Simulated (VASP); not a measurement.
# WF (R3m) in VASP: notebook, part 2 of 2

VASP 6.6.1.

## Step 4: Single point, PBE+U

INCAR

```
  PREC = Accurate
  ENCUT = 520
  EDIFF = 1E-7
  ISMEAR = -1
  SIGMA = 0.05
  LREAL = False
  LASPH = True
  NELM = 150
  ALGO = Normal
  ISIF = 2
  LWAVE = False
  LCHARG = False
  LMAXMIX = 4
  LDAU = True
  LDAUTYPE = 2
  LDAUL = 2 -1
  LDAUU = 6 0
  LDAUJ = 0 0
  LDAUPRINT = 1
  GGA = PE
  NBANDS = 18
```

KPOINTS

```
Automatic mesh
0
Gamma
  11 11 11
```

POSCAR

```
WF
1.0
    1.3658900000      0.7886000000      5.0696000000
   -1.3658900000      0.7886000000      5.0696000000
    0.0000000000     -1.5771900000      5.0696000000
W F
1 1
Direct
    0.8141200000      0.8141200000      0.8141200000
    0.9371200000      0.9371200000      0.9371200000
```

Potentials or basis: VASP PAW PBE potentials, release 64 (W_sv, F).

The run is started by

```sh
cat potpaw_PBE.64/W_sv/POTCAR potpaw_PBE.64/F/POTCAR > POTCAR
mpirun -np 1 vasp_std > vasp.out
```

OUTCAR:

```text
PREC = Accurate
   ENCUT = 520
   EDIFF = 1E-7
   ISMEAR = -1
   LREAL = False
   LASPH = True
   NELM = 150
   ISIF = 2
   GGA = PE

 ion  position               nearest neighbor table
   1  0.814  0.814  0.814-   2 1.87
   2  0.937  0.937  0.937-   1 1.87

  LATTYP: Found a trigonal (rhomboedric) cell.
 ALAT       =     5.3092739251
 COS(alpha) =     0.8676295086

  Lattice vectors:

 A1 = (   1.3658900000,   0.7886000000,   5.0696000000)
 A2 = (  -1.3658900000,   0.7886000000,   5.0696000000)
 A3 = (   0.0000000000,  -1.5771900000,   5.0696000000)

Analysis of symmetry for initial positions (statically):
=====================================================================
 Subroutine PRICEL returns:
 Original cell was already a primitive cell.

 Routine SETGRP: Setting up the symmetry group for a
 trigonal (rhombohedral) supercell.

 Subroutine GETGRP returns: Found  6 space group operations
 (whereof  6 operations were pure point group operations)
 out of a pool of 12 trial point group operations.

The static configuration has the point symmetry C_3v.

Analysis of symmetry for dynamics (positions and initial velocities):
=====================================================================
 Subroutine PRICEL returns:
 Original cell was already a primitive cell.

 Routine SETGRP: Setting up the symmetry group for a
 trigonal (rhombohedral) supercell.

 Subroutine GETGRP returns: Found  6 space group operations
[... 167 lines left out ...]
  o =  0.2691  v =  0.0000  0.0000  0.0000  0.0000  0.0000  0.0000 -1.0000  0.0000 -0.0000  0.0024      0.0000  0.0000  0.0000  0.0000  0.0000  0.0000  0.0000  0.0000  0.0000  0.0000
  o =  0.2691  v =  0.0024  0.0000 -0.0000 -1.0000 -0.0000  0.0000  0.0000  0.0000  0.0000  0.0000      0.0000  0.0000  0.0000  0.0000  0.0000  0.0000  0.0000  0.0000  0.0000  0.0000
  o =  0.2691  v =  0.0000  0.0000  0.0000  0.0000  0.0000  0.0024  0.0000 -0.0000 -1.0000 -0.0000      0.0000  0.0000  0.0000  0.0000  0.0000  0.0000  0.0000  0.0000  0.0000  0.0000
  o =  0.2740  v =  0.0000  0.0000  1.0000 -0.0000  0.0000  0.0000  0.0000  0.0000  0.0000  0.0000      0.0000  0.0000  0.0000  0.0000  0.0000  0.0000  0.0000  0.0000  0.0000  0.0000
  o =  0.2740  v =  0.0000  0.0000  0.0000  0.0000  0.0000  0.0000  0.0000  1.0000 -0.0000  0.0000      0.0000  0.0000  0.0000  0.0000  0.0000  0.0000  0.0000  0.0000  0.0000  0.0000
  o =  0.4107  v =  0.0000  0.0000  0.0000  0.0000  0.0000  0.0000 -0.0024  0.0000 -0.0000 -1.0000      0.0000  0.0000  0.0000  0.0000  0.0000  0.0000  0.0000  0.0000  0.0000  0.0000
  o =  0.4107  v =  0.0000 -0.0024  0.0000 -0.0000 -1.0000  0.0000  0.0000  0.0000  0.0000  0.0000      0.0000  0.0000  0.0000  0.0000  0.0000  0.0000  0.0000  0.0000  0.0000  0.0000
  o =  0.4107  v =  0.0000  0.0000  0.0000  0.0000  0.0000  1.0000 -0.0000 -0.0000  0.0024  0.0000      0.0000  0.0000  0.0000  0.0000  0.0000  0.0000  0.0000  0.0000  0.0000  0.0000
  o =  0.4107  v =  1.0000 -0.0000 -0.0000  0.0024  0.0000  0.0000  0.0000  0.0000  0.0000  0.0000      0.0000  0.0000  0.0000  0.0000  0.0000  0.0000  0.0000  0.0000  0.0000  0.0000

 number of electron      21.0000005 magnetization

 Free energy of the ion-electron system (eV)
  ---------------------------------------------------
  ext. energy  EPLUGINS =         0.00000000
  ---------------------------------------------------
  free energy    TOTEN  =        -9.25940851 eV

  energy without entropy =       -9.24450216  energy(sigma->0) =       -9.25195534

 E-fermi :   4.9591     XC(G=0): -10.7050

 val. band max:        4.9549505362   @ k =   0.1818   0.1818   0.0909
 cond. band min:       4.9642703372   @ k =  -0.4545   0.2727   0.2727
 fundamental gap:      0.0093198009
 Fermi energy:         4.9591232821

 k-point     1 :       0.0000    0.0000    0.0000
  band No.  band energies     occupation
      1     -70.0266      2.00000
      2     -34.7627      2.00000
      3     -33.3394      2.00000
      4     -33.3394      2.00000
      5     -19.3536      2.00000
      6      -2.1034      2.00000
[... 481 lines left out ...]
      5     -19.0153      2.00000
      6      -1.4079      2.00000
[... 10 lines left out ...]
     17      19.6683      0.00000
     18      20.5010      0.00000

 [... further k-points ...]
[... 5 lines left out ...]
  --------------------------------------------------------------------------------------
  -------------------------------------------------------------------------------------
  Total        1.7766627      1.7766614      2.1393226      0.0000000      0.0000014      0.0000000
  in kB       86.8800318     86.8799673    104.6143500      0.0000000      0.0000688      0.0000000
  external PRESSURE =      92.7914497 kB  Pullay stress =       0.0000000 kB

 VOLUME and BASIS-vectors are now :
 -----------------------------------------------------------------------------
  energy-cutoff  :      520.00
  volume of cell :       32.76
      direct lattice vectors                 reciprocal lattice vectors
     1.365890000  0.788600000  5.069600000     0.366061689  0.211345893  0.065751268
    -1.365890000  0.788600000  5.069600000    -0.366061689  0.211345893  0.065751268
     0.000000000 -1.577190000  5.069600000     0.000000000 -0.422691786  0.065751685

 POSITION                                       TOTAL-FORCE (eV/Angst)
 -----------------------------------------------------------------------------------
      0.00000      0.00001     12.38179         0.000000     -0.000001     -1.159337
      0.00000      0.00001     14.25247         0.000000      0.000001      1.159337
 -----------------------------------------------------------------------------------
    total drift:                                0.000000      0.000017      0.000424

  FREE ENERGIE OF THE ION-ELECTRON SYSTEM (eV)
  ---------------------------------------------------
  free  energy   TOTEN  =        -9.2594085132 eV

  energy  without entropy=       -9.2445021583  energy(sigma->0) =       -9.25195534
```

stdout:

```text
POSCAR found type information on POSCAR W F
 POSCAR found :  2 types and       2 ions
 scaLAPACK will be used
 LDA part: xc-table for (Slater+PW92), standard interpolation
 POSCAR, INCAR and KPOINTS ok, starting setup
 FFT: planning ... GRIDC
 FFT: planning ... GRID_SOFT
 FFT: planning ... GRID
 WAVECAR not read
 entering main loop
```

Run time: 4.2 min. Hardware: 1 thread of Intel Xeon Platinum 8259CL at 2.50GHz (Skylake/Cascade Lake), shared host; peak memory 0.29 GiB.

What came out:

| Quantity | Value |
| --- | --- |
| Free energy | -9.2594 eV |
| Pressure | 9.3 GPa |
| Largest force | 1.159 eV/Å |
| Band gap on the k mesh | zero (an odd number of electrons rules out a gap without spin polarisation) |

Forces in eV/Å, atoms in the order of the input:
```
W    0.000  0.000 -1.159
F    0.000  0.000  1.159
```

Eigenvalues of the final occupation matrices:
```
    site  spin  trace               eigenvalues
site 1 d     1   1.63  0.27 0.27 0.27 0.41 0.41
site 1 d     2   1.63  0.27 0.27 0.27 0.41 0.41
```

Caveat: the cell stands under pressure; spin-orbit coupling is left out, which moves the levels of the heavy elements; an odd number of electrons without spin polarisation forces a metal; a magnetic or distorted state may lie lower; U without spin polarisation on a metal has little footing.

## Step 5: Single point, PBE+U

INCAR

```
SYSTEM = WF
  PREC = Accurate
  ENCUT = 520
  EDIFF = 1E-7
  ISMEAR = -1
  SIGMA = 0.05
  LREAL = .FALSE.
  LASPH = .TRUE.
  NELM = 150
  ALGO = Normal
  ISIF = 2
  LWAVE = .FALSE.
  LCHARG = .TRUE.
  LMAXMIX = 4
  LDAU = .TRUE.
  LDAUTYPE = 2
  LDAUL = 2 -1
  LDAUU = 8 0
  LDAUJ = 0 0
  LDAUPRINT = 1
  GGA = PE
  LELF = .TRUE.
  LVHAR = .TRUE.
  NBANDS = 18
```

KPOINTS

```
regular mesh
0
G
  11 11 11
  0 0 0
```

POSCAR is that of step 4.

Potentials or basis: VASP PAW PBE potentials, release 64 (W_sv, F).

The run is started by

```sh
cat potpaw_PBE.64/W_sv/POTCAR potpaw_PBE.64/F/POTCAR > POTCAR
mpirun -np 1 vasp_std > vasp.out
```

OUTCAR:

```text
SYSTEM = WF
   PREC = Accurate
   ENCUT = 520
   EDIFF = 1E-7
   ISMEAR = -1
   LREAL = .FALSE.
   LASPH = .TRUE.
   NELM = 150
   ISIF = 2
   GGA = PE

 ion  position               nearest neighbor table
   1  0.814  0.814  0.814-   2 1.87
   2  0.937  0.937  0.937-   1 1.87

  LATTYP: Found a trigonal (rhomboedric) cell.
 ALAT       =     5.3092739251
 COS(alpha) =     0.8676295086

  Lattice vectors:

 A1 = (   1.3658900000,   0.7886000000,   5.0696000000)
 A2 = (  -1.3658900000,   0.7886000000,   5.0696000000)
[... 225 lines left out ...]
      5     -19.3006      2.00000
      6      -2.1070      2.00000
[... 481 lines left out ...]
      5     -18.9604      2.00000
      6      -1.3300      2.00000
[... 10 lines left out ...]
     17      19.6851      0.00000
     18      20.5344      0.00000

 [... further k-points ...]
[... 5 lines left out ...]
  --------------------------------------------------------------------------------------
  -------------------------------------------------------------------------------------
  Total        2.4113758      2.4113740      2.7041267     -0.0000000      0.0000018     -0.0000000
  in kB      117.9179383    117.9178508    132.2336597     -0.0000000      0.0000869     -0.0000000
  external PRESSURE =     122.6898162 kB  Pullay stress =       0.0000000 kB

 VOLUME and BASIS-vectors are now :
 -----------------------------------------------------------------------------
  energy-cutoff  :      520.00
  volume of cell :       32.76
      direct lattice vectors                 reciprocal lattice vectors
     1.365890000  0.788600000  5.069600000     0.366061689  0.211345893  0.065751268
    -1.365890000  0.788600000  5.069600000    -0.366061689  0.211345893  0.065751268
     0.000000000 -1.577190000  5.069600000     0.000000000 -0.422691786  0.065751685

 POSITION                                       TOTAL-FORCE (eV/Angst)
 -----------------------------------------------------------------------------------
      0.00000      0.00001     12.38179         0.000000     -0.000001     -1.416384
      0.00000      0.00001     14.25247         0.000000      0.000001      1.416384
 -----------------------------------------------------------------------------------
    total drift:                                0.000000      0.000018      0.000262

  FREE ENERGIE OF THE ION-ELECTRON SYSTEM (eV)
  ---------------------------------------------------
  free  energy   TOTEN  =        -7.1264876107 eV

  energy  without entropy=       -7.1128806958  energy(sigma->0) =       -7.11968415
```

OSZICAR:

```text
N       E                     dE             d eps       ncg     rms          rms(c)
DAV:   1     0.200471286013E+03    0.20047E+03   -0.12679E+04  5280   0.122E+03
DAV:   2    -0.199791327979E+01   -0.20247E+03   -0.19744E+03  6002   0.374E+02
DAV:   3    -0.855494552816E+01   -0.65570E+01   -0.65167E+01  5934   0.686E+01
DAV:   4    -0.860861995688E+01   -0.53674E-01   -0.53667E-01  5996   0.668E+00
DAV:   5    -0.860931813197E+01   -0.69818E-03   -0.69817E-03  5776   0.701E-01    0.209E+01
DAV:   6    -0.726728436121E+01    0.13420E+01   -0.38361E+00  6208   0.199E+01    0.802E+00
DAV:   7    -0.714155624967E+01    0.12573E+00   -0.47686E-01  5806   0.613E+00    0.339E+00
DAV:   8    -0.711592599770E+01    0.25630E-01   -0.10417E-01  5942   0.321E+00    0.607E-01
DAV:   9    -0.712160745382E+01   -0.56815E-02   -0.21959E-02  5802   0.132E+00    0.195E-01
DAV:  10    -0.712479413786E+01   -0.31867E-02   -0.44424E-03  5750   0.452E-01    0.103E-01
DAV:  11    -0.712619109790E+01   -0.13970E-02   -0.18955E-03  5604   0.224E-01    0.485E-02
DAV:  12    -0.712648145713E+01   -0.29036E-03   -0.80778E-04  5760   0.145E-01    0.139E-02
DAV:  13    -0.712648572840E+01   -0.42713E-05   -0.16451E-05  5670   0.314E-02    0.610E-03
DAV:  14    -0.712648691160E+01   -0.11832E-05   -0.22909E-06  5808   0.112E-02    0.243E-03
DAV:  15    -0.712648754507E+01   -0.63347E-06   -0.27949E-06  6086   0.102E-02    0.151E-03
DAV:  16    -0.712648761072E+01   -0.65649E-07   -0.31877E-07  4714   0.487E-03
   1 F= -.71264876E+01 E0= -.71196842E+01  d E =-.136069E-01
```

stdout:

```text
POSCAR found type information on POSCAR W F
 POSCAR found :  2 types and       2 ions
 scaLAPACK will be used
 LDA part: xc-table for (Slater+PW92), standard interpolation
 POSCAR, INCAR and KPOINTS ok, starting setup
 FFT: planning ... GRIDC
 FFT: planning ... GRID_SOFT
 FFT: planning ... GRID
 WAVECAR not read
 entering main loop
```

Run time: 4.3 min. Hardware: 1 thread of Intel Xeon Platinum 8259CL at 2.50GHz (Skylake/Cascade Lake), shared host; peak memory 0.29 GiB.

Results:

```yaml
Free_energy: -7.1265 eV
Pressure: 12.3 GPa
Largest_force: 1.416 eV/Å
Band_gap_on_the_k_mesh: zero (an odd number of electrons rules out a gap without spin polarisation)
```

Forces on the atoms (eV/Å):
```
W    0.000  0.000 -1.416
F    0.000  0.000  1.416
```

Stress tensor (GPa, compression positive):
```
11.79  0.00  0.00
 0.00 11.79  0.00
 0.00  0.00 13.22
```

Levels at points of the mesh, in eV from the Fermi level:
| k point | band 6 | band 7 | band 8 | band 9 | band 10 | band 11 | band 12 | band 13 | band 14 | band 15 |
| --- | --- | --- | --- | --- | --- | --- | --- | --- | --- | --- |
| (0.00, 0.00, 0.00) | -7.23 | -6.57 | -4.22 | -4.22 | -0.51 | -0.51 | -0.35 | 4.46 | 4.46 | 5.53 |

Eigenvalues of the final occupation matrices:
```csv
site,spin,trace,eigenvalues
site 1 d,1,1.61,0.25 0.25 0.26 0.42 0.42
site 1 d,2,1.61,0.25 0.25 0.26 0.42 0.42
```

Caveat: the cell stands under pressure; spin-orbit coupling is left out, which moves the levels of the heavy elements; an odd number of electrons without spin polarisation forces a metal; a magnetic or distorted state may lie lower; U without spin polarisation on a metal has little footing.

## Step 6: The runs side by side

```csv
U,gap on the mesh (eV),pressure (GPa),largest force (eV/Å)
W d U = 2.0 eV,none,4.0,0.64
W d U = 4.0 eV,none,6.6,0.90
W d U = 6.0 eV,none,9.3,1.16
W d U = 8.0 eV,none,12.3,1.42
```

Alike in all rows: task single point; level PBE+U; potentials or basis VASP PAW PBE potentials, release 64 (W_sv, F); no spin polarisation; cell as given; k mesh 11 × 11 × 11; cutoff (eV) 520; smearing fermi-dirac 0.05 eV.

Caveats: the cell stands under pressure; spin-orbit coupling is left out, which moves the levels of the heavy elements; an odd number of electrons without spin polarisation forces a metal; a magnetic or distorted state may lie lower; U without spin polarisation on a metal has little footing.

Total energies depend on the potentials used, so only differences within one code and one set of settings carry meaning.

The gap in the log of VASP goes by the Fermi energy; the results here count the filled bands.